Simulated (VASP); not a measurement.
## HfO2: relaxation of cell and atoms with PBE+D3(BJ)

The system is HfO2.

```
CELL_PARAMETERS angstrom
0.00000 2.55750 2.55750
2.55750 0.00000 2.55750
2.55750 2.55750 0.00000
ATOMIC_POSITIONS crystal
Hf 0.00000 0.00000 0.00000
O 0.25000 0.25000 0.25000
O 0.75000 0.75000 0.75000
```

* Program: VASP 6.6.1
* Task: relaxation of cell and atoms
* Functional: PBE
* Dispersion: D3(BJ)
* Potentials or basis: VASP PAW PBE potentials, release 64 (Hf_pv, O)
* Cutoff: 600 eV
* k mesh: 6 × 6 × 6
* Occupations: gaussian, width 0.01 eV
* Spin: no spin polarisation
* Dipole correction: no
* Further INCAR settings: ALGO = Normal; EDIFF = 1e-06; IBRION = 2; EDIFFG = -0.01; NSW = 80; ISIF = 3

* Relaxed volume: 10.71 Å³/atom
* Relaxed cell: a = 3.569 Å, b = 3.569 Å, c = 3.569 Å, α = 60.00°, β = 60.00°, γ = 60.00°
* Space group after relaxing (to 0.1 Å): Fm-3m (No. 225)
* Energy gained by relaxing: 14.1 meV/atom
* Ionic steps: 3
* Pressure after relaxing: -0.1 GPa
* Band gap on the k mesh: 3.84 eV
* Dispersion energy per atom: -0.243 eV

Step by step:
| step | energy change (eV) | largest force (eV/Å) | pressure (GPa) | volume (Å³) |
| --- | --- | --- | --- | --- |
| 1 | 0.0000 | 0.0000 | -9.76 | 33.46 |
| 2 | 0.0527 | 0.0000 | 17.48 | 30.27 |
| 3 | -0.0424 | 0.0000 | -0.12 | 32.13 |

Final structure:
```cif
data_structure
_symmetry_space_group_name_H-M 'P 1'
_symmetry_Int_Tables_number 1
_cell_length_a 3.5685
_cell_length_b 3.5685
_cell_length_c 3.5685
_cell_angle_alpha 60.000
_cell_angle_beta 60.000
_cell_angle_gamma 60.000
_cell_volume 32.13
loop_
_atom_site_label
_atom_site_type_symbol
_atom_site_fract_x
_atom_site_fract_y
_atom_site_fract_z
_atom_site_occupancy
Hf1 Hf 0.00000 0.00000 0.00000 1
O1 O 0.25000 0.25000 0.25000 1
O2 O 0.75000 0.75000 0.75000 1
```

Levels at points of the mesh, in eV from the valence-band top:
| k point | band 7 | band 8 | band 9 | band 10 | band 11 | band 12 | band 13 | band 14 | band 15 |
| --- | --- | --- | --- | --- | --- | --- | --- | --- | --- |
| (0.00, 0.00, 0.00) | -5.43 | -5.43 | -0.61 | -0.61 | -0.61 | 3.92 | 3.92 | 5.95 | 10.60 |
| (0.50, 0.00, 0.00) | -4.38 | -3.06 | -2.76 | -1.85 | -1.85 | 4.66 | 4.66 | 7.12 | 9.11 |
| (0.50, 0.50, 0.00) | -3.49 | -3.49 | -1.55 | -1.55 | 0.00 | 3.84 | 5.58 | 6.76 | 8.29 |

It took 58 s on 1 thread of AMD EPYC 7R13, with other jobs on the host, peak memory 0.15 GiB.

Caveat: spin-orbit coupling is left out, which moves the levels of the heavy elements. A k mesh can miss the band edges.
